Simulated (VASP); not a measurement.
Write the native input for VASP 6.6.1 that does the following.

```
Task                   : relaxation of the atoms
Functional             : PBE
Potentials or basis    : VASP PAW PBE potentials, release 64 (Hg)
Cutoff                 : 520 eV
k mesh                 : 3 × 3 × 2
Occupations            : gaussian, width 0.1 eV
Spin                   : no spin polarisation
Dipole correction      : no
Further INCAR settings : ALGO = Fast; EDIFF = 1e-06; IBRION = 2; EDIFFG = -0.01; NSW = 50
```

The structure of Hg lies in POSCAR:

```
Hg
1.0
    4.5400020208      0.0000000000      0.0000000000
   -2.2700010104      3.9317570832      0.0000000000
    0.0000000000      0.0000000000      3.8700000000
Hg
3
Direct
    0.3333333333      0.6666666667      0.5000000000
    0.0000000000      0.0000000000      0.0000000000
    0.6666666667      0.3333333333      0.5000000000
```

The input as run:

INCAR

```
PREC = Accurate ; ENCUT = 520
EDIFF = 1E-6 ; ISMEAR = 0
SIGMA = 0.1 ; LREAL = False
LASPH = True ; NELM = 100
ALGO = Fast ; ISIF = 2
LWAVE = False ; LCHARG = False
GGA = PE ; IBRION = 2
NSW = 50 ; EDIFFG = -0.01
```

KPOINTS

```
regular mesh
0
Gamma
  3 3 2
```

Potentials or basis: VASP PAW PBE potentials, release 64 (Hg).

The run is started by

```sh
$ cat potpaw_PBE.64/Hg/POTCAR > POTCAR
$ mpirun -np 1 vasp_std > vasp.out
```

It gave:

```yaml
Pressure_after_relaxing: 10.5 GPa
Band_gap_on_the_k_mesh: zero (bands 18 and 19 overlap by 6.14 eV)
```

Caveat: the k points lie up to 0.81 Å⁻¹ apart, too coarse for converged energies and pressures of a metal; spin-orbit coupling is left out, which moves the levels of the heavy elements.

Run time: 9.7 s on 1 thread of Intel(R) Xeon(R) Platinum 8488C (Sapphire Rapids) (shared host), peak memory 0.18 GiB.
